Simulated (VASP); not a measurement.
Ta4Al, 5 atoms in the cell. Symmetry: Im-3m, No. 229, cubic system. Conventional cell: a = 5.932 Å, b = 5.932 Å, c = 5.932 Å, α = 90.00°, β = 90.00°, γ = 90.00°. Ta (site symmetry -3m) has 2 Al at 2.57 Å and 6 Ta at 2.97 Å within 3.4 Å. Within 3.4 Å of Al (site symmetry m-3m) lie 8 Ta at 2.57 Å. The cell was built from a structure type or drawn by symmetry, and may not be a known phase.

| Quantity | Value |
| --- | --- |
| Program | VASP 6.6.1 |
| Task | relaxation of cell and atoms |
| Functional | PBE |
| Potentials or basis | VASP PAW PBE potentials, release 64 (Ta_pv, Al) |
| Cutoff | 600 eV |
| k mesh | 10 × 10 × 10 |
| Occupations | gaussian, width 0.1 eV |
| Spin | no spin polarisation |
| Dipole correction | no |
| Further INCAR settings | ALGO = Normal; EDIFF = 1e-06; IBRION = 2; EDIFFG = -0.01; NSW = 100; ISIF = 3 |

Potentials or basis: VASP PAW PBE potentials, release 64 (Ta_pv, Al).

Command:

```console
$ cat potpaw_PBE.64/Ta_pv/POTCAR potpaw_PBE.64/Al/POTCAR > POTCAR
$ mpirun -np 1 vasp_std > vasp.out
```

Hardware: 1 thread of Intel(R) Xeon(R) 6975P-C (Granite Rapids), on a shared host.

Task: How long does it take, and how much memory?

Result: Wall time 2.8 min on 1 thread of Intel(R) Xeon(R) 6975P-C (Granite Rapids), on a shared host, peak memory 0.35 GiB. Counts: scf iterations 25, k points 47, ion steps 3.
